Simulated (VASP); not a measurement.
## WS2: single point with PBE

WS2:

```
CELL_PARAMETERS angstrom
3.23335 0.00000 0.00000
-1.61667 2.80016 0.00000
0.00000 0.00000 12.74089
ATOMIC_POSITIONS crystal
W 0.33333 0.66667 0.25000
W 0.66667 0.33333 0.75000
S 0.66667 0.33333 0.37117
S 0.66667 0.33333 0.12883
S 0.33333 0.66667 0.87117
S 0.33333 0.66667 0.62883
```

This cell differs from its parent crystal: strain +2.0%.

```yaml
Program: VASP 6.6.1
Task: single point
Functional: PBE
Potentials_or_basis: VASP PAW PBE potentials, release 64 (W_sv, S)
Cutoff: 520 eV
k_mesh: 12 × 12 × 2
Occupations: fermi-dirac, width 0.02 eV
Spin: no spin polarisation
```

- Pressure: -1.0 GPa
- Largest force: 0.171 eV/Å
- Band gap on the k mesh: 0.90 eV, indirect (least direct gap 1.55 eV)

Forces in eV/Å, atoms in the order of the input:
```
W    0.000  0.000  0.000
W    0.000  0.000  0.000
S    0.000  0.000  0.171
S    0.000  0.000 -0.171
S    0.000  0.000  0.171
S    0.000  0.000 -0.171
```

Stress tensor (GPa, compression positive):
```
-2.94  0.00  0.00
 0.00 -2.94  0.00
 0.00  0.00  2.75
```

Levels at points of the mesh, in eV from the valence-band top:
| k point | band 24 | band 25 | band 26 | band 27 | band 28 | band 29 |
| --- | --- | --- | --- | --- | --- | --- |
| (0.00, 0.00, 0.00) | -1.62 | -0.88 | 0.00 | 2.09 | 2.09 | 2.09 |
| (0.50, 0.00, 0.00) | -2.06 | -1.64 | -1.50 | 1.93 | 1.97 | 2.37 |
| (0.00, 0.00, 0.50) | -2.45 | -0.27 | -0.27 | 2.08 | 2.08 | 2.08 |
| (0.50, 0.00, 0.50) | -2.12 | -1.56 | -1.56 | 1.95 | 1.95 | 2.43 |

Run time: 64 s on 1 thread of Intel(R) Xeon(R) 6975P-C (Granite Rapids), on a shared host, peak memory 0.29 GiB.

Caveat: the cell differs from its parent crystal (strain +2.0%); spin-orbit coupling is left out, which moves the levels of the heavy elements; this functional lacks dispersion, which binds the layers, so the pressure and a relaxed spacing across them are unreliable. A k mesh can miss the band edges.
